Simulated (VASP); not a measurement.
# HgS (F-43m) in VASP: a series of runs

HgS is run at these levels: revPBE+D4; tasks: single point.

All numbers are computed with VASP 6.6.1; they aren't measurements. Logs are shortened: lines on timing, memory, paths and dates and some standing lists are left out, and cuts for length are marked.

**1. The cell of the first run**

The structure is cubic, space group F-43m (No. 216). The conventional cell has a = 5.910 Å, b = 5.910 Å, c = 5.910 Å, α = 90.00°, β = 90.00°, γ = 90.00°. Within 3.4 Å of Hg (site symmetry -43m) lie 4 S at 2.56 Å. S (site symmetry -43m) has 4 Hg at 2.56 Å within 3.4 Å.

**2. Single point, revPBE+D4**

INCAR reads:

```
SYSTEM = HgS
  ALGO = Normal
  EDIFF = 1E-6
  ENCUT = 500
  GGA = RE
  GGA_COMPAT = .False.
  ISIF = 2
  ISMEAR = 0
  IVDW = 13
  LASPH = .True.
  LCHARG = .False.
  LREAL = .False.
  LWAVE = .False.
  NBANDS = 16
  NELM = 120
  PREC = Accurate
  SIGMA = 0.05
```

KPOINTS reads:

```
k-points
0
Gamma
  8 8 8
  0 0 0
```

POSCAR reads:

```
HgS
1.0
    0.0000000000      2.9548148086      2.9548148086
    2.9548148086      0.0000000000      2.9548148086
    2.9548148086      2.9548148086      0.0000000000
Hg S
1 1
Direct
    0.0000000000      0.0000000000      0.0000000000
    0.7500000000      0.7500000000      0.7500000000
```

Potentials or basis: VASP PAW PBE potentials, release 64 (Hg, S).

On the command line:

```console
$ cat potpaw_PBE.64/Hg/POTCAR potpaw_PBE.64/S/POTCAR > POTCAR
$ mpirun -np 1 vasp_std > vasp.out
```

OUTCAR:

```text
SYSTEM = HgS
   EDIFF = 1E-6
   ENCUT = 500
   GGA = RE
   ISIF = 2
   ISMEAR = 0
   IVDW = 13
   LASPH = .True.
   LREAL = .False.
   NELM = 120
   PREC = Accurate

 ion  position               nearest neighbor table
   1  0.000  0.000  0.000-   2 2.56   2 2.56   2 2.56   2 2.56
   2  0.750  0.750  0.750-   1 2.56   1 2.56   1 2.56   1 2.56

  LATTYP: Found a face centered cubic cell.
 ALAT       =     5.9096296172

  Lattice vectors:

 A1 = (   0.0000000000,   2.9548148086,   2.9548148086)
 A2 = (   2.9548148086,   0.0000000000,   2.9548148086)
 A3 = (   2.9548148086,   2.9548148086,   0.0000000000)

Analysis of symmetry for initial positions (statically):
=====================================================================
 Subroutine PRICEL returns:
 Original cell was already a primitive cell.

 Routine SETGRP: Setting up the symmetry group for a
 face centered cubic supercell.

 Subroutine GETGRP returns: Found 24 space group operations
 (whereof 24 operations were pure point group operations)
 out of a pool of 48 trial point group operations.

The static configuration has the point symmetry T_d .

Analysis of symmetry for dynamics (positions and initial velocities):
=====================================================================
 Subroutine PRICEL returns:
 Original cell was already a primitive cell.

 Routine SETGRP: Setting up the symmetry group for a
 face centered cubic supercell.

 Subroutine GETGRP returns: Found 24 space group operations
 (whereof 24 operations were pure point group operations)
 out of a pool of 48 trial point group operations.

The dynamic configuration has the point symmetry T_d .

 Subroutine INISYM returns: Found 24 space group operations
 (whereof 24 operations are pure point group operations),
 and found     1 'primitive' translations

----------------------------------------------------------------------------------------

                                     Primitive cell

  volume of cell :      51.5966

  direct lattice vectors                    reciprocal lattice vectors
     0.000000000  2.954814809  2.954814809    -0.169215343  0.169215343  0.169215343
     2.954814809  0.000000000  2.954814809     0.169215343 -0.169215343  0.169215343
     2.954814809  2.954814809  0.000000000     0.169215343  0.169215343 -0.169215343

  length of vectors
     4.178739177  4.178739177  4.178739177     0.293089571  0.293089571  0.293089571
[... 80 lines left out ...]
   NELM   =    120;   NELMIN=  2; NELMDL= -5     # of ELM steps
   EDIFF  = 0.1E-05   stopping-criterion for ELM
   LREAL  =      F    real-space projection
   EDIFFG = 0.1E-04   stopping-criterion for IOM
   NSW    =      0    number of steps for IOM
   IBRION =     -1    ionic relax: 0-MD 1-quasi-New 2-CG
   NFREE  =      0    steps in history (QN), initial steepest desc. (CG)
   ISIF   =      2    stress and relaxation
   ISYM   =      2    0-nonsym 1-usesym 2-fastsym
   POTIM  = 0.5000    time-step for ionic-motion
   TEBEG  =    0.0;   TEEND  =   0.0 temperature during run
   PSTRESS=    0.0 pullay stress
   NELECT =      18.0000    total number of electrons
   NUPDOWN=      -1.0000    fix difference up-down
   EMIN   =  10.00;   EMAX   =-10.00  energy-range for DOS
   EFERMI =   0.00;   METHOD = LEGACY
   ISMEAR =     0;   SIGMA  =   0.05  broadening in eV -4-tet -1-fermi 0-gaus
   EFERMI_NEDOS =   21; number of points for ismear=-14 and -15
   IALGO  =     38    algorithm
   IMIX   =      4    mixing-type and parameters
     AMIX     =   0.40;   BMIX     =  1.00
     AMIX_MAG =   1.60;   BMIX_MAG =  1.00
  volume/ion in A,a.u.               =      25.80       174.10
  Fermi-wavevector in a.u.,A,eV,Ry     =   1.152459  2.177831 18.070731  1.328161
  Thomas-Fermi vector in A             =   2.289110
   LORBIT       =      0    0 simple, 1 ext, 2 COOP (PROOUT), +10 PAW based schemes
   GGA     = RE    functional components
   LHFCALC =     F    Hartree Fock is set to
   AEXX    =    0.0000 exact exchange contribution
   IVDW    =    13    specifies the selected vdW correction
   LEPSILON=     F    determine dielectric tensor
   LRPA    =     F    only Hartree local field effects (RPA)
 non-spin polarized calculation
 Gauss-broadening in eV      SIGMA  =   0.05
  energy-cutoff  :      500.00
  volume of cell :       51.60
 maximum number of plane-waves:      1363
   NGX = 15   NGY = 15   NGZ = 15

 number of electron      18.0000001 magnetization

 Free energy of the ion-electron system (eV)
  ---------------------------------------------------
  ext. energy  EPLUGINS =         0.00000000
  ---------------------------------------------------
  free energy    TOTEN  =        -3.88213968 eV

  energy without entropy =       -3.88198900  energy(sigma->0) =       -3.88206434

 E-fermi :   1.9367     XC(G=0):  -8.9688

 val. band max:        1.9214846590   @ k =   0.0000   0.0000   0.0000
 cond. band min:       2.7544163888   @ k =   0.1250   0.0000   0.0000
 fundamental gap:      0.8329317298
 Fermi energy:         1.9367150507

 k-point     1 :       0.0000    0.0000    0.0000
  band No.  band energies     occupation
      1     -11.1264      2.00000
      2      -4.9976      2.00000
      3      -4.9976      2.00000
      4      -4.9976      2.00000
      5      -4.1484      2.00000
      6      -4.1484      2.00000
[... 433 lines left out ...]
      3      -4.6781      2.00000
      4      -4.2081      2.00000
      5      -4.1181      2.00000
      6      -3.7013      2.00000
[... 8 lines left out ...]
     15      13.9185      0.00000
     16      14.5932      0.00000

 [... further k-points ...]

------------------------ aborting loop because EDIFF is reached ----------------------------------------

  DFT-D4 for vdW energy calculation

  Edisp (eV):   -1.10510

  FORCE on cell =-STRESS in cart. coord.  units (eV):
  Direction    XX          YY          ZZ          XY          YZ          ZX
  --------------------------------------------------------------------------------------
  -------------------------------------------------------------------------------------
  Total       0.08483     0.08483     0.08483     0.00000    -0.00000     0.00000
  in kB       2.63417     2.63417     2.63417     0.00000    -0.00000     0.00000
  external pressure =        2.63 kB  Pullay stress =        0.00 kB

 VOLUME and BASIS-vectors are now :
 -----------------------------------------------------------------------------
  energy-cutoff  :      500.00
  volume of cell :       51.60
      direct lattice vectors                 reciprocal lattice vectors
     0.000000000  2.954814809  2.954814809    -0.169215343  0.169215343  0.169215343
     2.954814809  0.000000000  2.954814809     0.169215343 -0.169215343  0.169215343
     2.954814809  2.954814809  0.000000000     0.169215343  0.169215343 -0.169215343

 POSITION                                       TOTAL-FORCE (eV/Angst)
 -----------------------------------------------------------------------------------
      0.00000      0.00000      0.00000         0.000000      0.000000      0.000000
      4.43222      4.43222      4.43222        -0.000000     -0.000000     -0.000000
 -----------------------------------------------------------------------------------
    total drift:                               -0.000000     -0.000000     -0.000000

  FREE ENERGIE OF THE ION-ELECTRON SYSTEM (eV)
  ---------------------------------------------------
  free  energy   TOTEN  =        -4.9872412439 eV

  energy  without entropy=       -4.9870905605  energy(sigma->0) =       -4.98716590
```

stdout:

```text
POSCAR found type information on POSCAR HgS
 POSCAR found :  2 types and       2 ions
 scaLAPACK will be used
 -----------------------------------------------------------------------------
|                                                                             |
|                                                                             |
|     You enforced a specific xc type in the INCAR file but a different       |
|     I HOPE YOU KNOW WHAT YOU ARE DOING!                                     |
|                                                                             |
 -----------------------------------------------------------------------------

 LDA part: xc-table for (Slater+PW92), standard interpolation
 POSCAR, INCAR and KPOINTS ok, starting setup
 FFT: planning ... GRIDC
 FFT: planning ... GRID_SOFT
 FFT: planning ... GRID
 WAVECAR not read
 entering main loop
```

Wall time 35 s (1 thread of Intel Xeon 8259CL, shared host); peak memory 0.18 GiB.

Results:

| Quantity | Value |
| --- | --- |
| Free energy | -4.9872 eV |
| Pressure | 0.3 GPa |
| Band gap on the k mesh | zero (filled and empty bands touch) |
| Dispersion energy per atom | -0.553 eV |

Levels at points of the mesh, in eV from the Fermi level:
| k point | band 7 | band 8 | band 9 | band 10 | band 11 | band 12 |
| --- | --- | --- | --- | --- | --- | --- |
| (0.00, 0.00, 0.00) | -0.40 | -0.02 | -0.02 | -0.02 | 6.10 | 6.10 |
| (0.50, 0.00, 0.00) | -5.29 | -0.93 | -0.93 | 1.65 | 6.82 | 6.82 |
| (0.50, 0.50, 0.00) | -4.73 | -2.21 | -2.21 | 3.22 | 3.61 | 8.69 |

Caveat: the PAW data sets were made with another functional, which shifts forces and pressure a little; spin-orbit coupling is left out, which moves the levels of the heavy elements; pairwise dispersion overbinds metals, which lowers pressure and volume.

**3. Single point, revPBE+D4 (volume scaled by 1.02)**

INCAR reads:

```
  PREC = Accurate
  ENCUT = 500
  EDIFF = 1E-6
  ISMEAR = 0
  SIGMA = 0.05
  LREAL = False
  LASPH = True
  NELM = 120
  ALGO = Normal
  ISIF = 2
  LWAVE = False
  LCHARG = False
  GGA = RE
  IVDW = 13
  NBANDS = 16
  GGA_COMPAT = False
```

KPOINTS reads:

```
Automatic mesh
0
Gamma
  8 8 8
```

POSCAR reads:

```
HgS
1.0
    0.0000000000      2.9743836889      2.9743836889
    2.9743836889      0.0000000000      2.9743836889
    2.9743836889      2.9743836889      0.0000000000
Hg S
1 1
Direct
    0.0000000000      0.0000000000      0.0000000000
    0.7500000000      0.7500000000      0.7500000000
```

Potentials or basis: VASP PAW PBE potentials, release 64 (Hg, S).

On the command line:

```console
$ cat potpaw_PBE.64/Hg/POTCAR potpaw_PBE.64/S/POTCAR > POTCAR
$ mpirun -np 1 vasp_std > vasp.out
```

Run time: 28 s. Hardware: 1 thread of Intel Xeon 8259CL, shared host; peak memory 0.18 GiB.

The run converged. Its results:

```yaml
Free_energy: -4.9859 eV
Pressure: -0.8 GPa
Band_gap_on_the_k_mesh: zero (filled and empty bands touch)
Dispersion_energy_per_atom: -0.540 eV
```

Levels at points of the mesh, in eV from the Fermi level:
| k point | band 5 | band 6 | band 7 | band 8 | band 9 | band 10 | band 11 | band 12 | band 13 | band 14 |
| --- | --- | --- | --- | --- | --- | --- | --- | --- | --- | --- |
| (0.00, 0.00, 0.00) | -6.01 | -6.01 | -0.43 | -0.02 | -0.02 | -0.02 | 6.13 | 6.13 | 6.13 | 10.02 |
| (0.50, 0.00, 0.00) | -5.94 | -5.64 | -5.15 | -0.90 | -0.90 | 1.64 | 6.84 | 6.84 | 6.99 | 10.39 |
| (0.50, 0.50, 0.00) | -5.87 | -5.61 | -4.64 | -2.13 | -2.13 | 3.19 | 3.66 | 8.66 | 10.09 | 10.09 |

Caveat: the PAW data sets were made with another functional, which shifts forces and pressure a little; spin-orbit coupling is left out, which moves the levels of the heavy elements; pairwise dispersion overbinds metals, which lowers pressure and volume.
